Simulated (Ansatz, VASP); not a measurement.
# TiO2: VASP beside Ansatz

```
CELL_PARAMETERS angstrom
1.49733 0.86448 6.98154
-1.49733 0.86448 6.98154
0.00000 -1.72897 6.98154
ATOMIC_POSITIONS crystal
Ti 0.00000 0.00000 0.00000
O 0.62047 0.62047 0.62047
O 0.37953 0.37953 0.37953
```

Alike in both runs: task single point; functional PBEsol; k mesh 8 × 8 × 8; no spin polarisation.

|  | VASP | Ansatz |
| --- | --- | --- |
| version | VASP 6.6.1 | Ansatz 0.2.0 |
| potentials or method | VASP PAW PBE potentials, release 64 (Ti_sv, O) | plane waves, PAW |
| plane-wave cutoff (eV) | 520 | 420 |
| occupations | gaussian, width 0.01 eV | fixed |
| valence electrons in the cell | 24 | 24 |

Ansatz gave:

| Quantity | Value |
| --- | --- |
| rms of the force components (eV/Å) | 0.207 |

**Question.** What did VASP give for the same quantities?

**Answer.** rms of the force components (eV/Å): 0.182.

VASP's potentials were made for PBE, not for PBEsol. Atom by atom the forces differ by 0.026 eV/Å (rms over components).
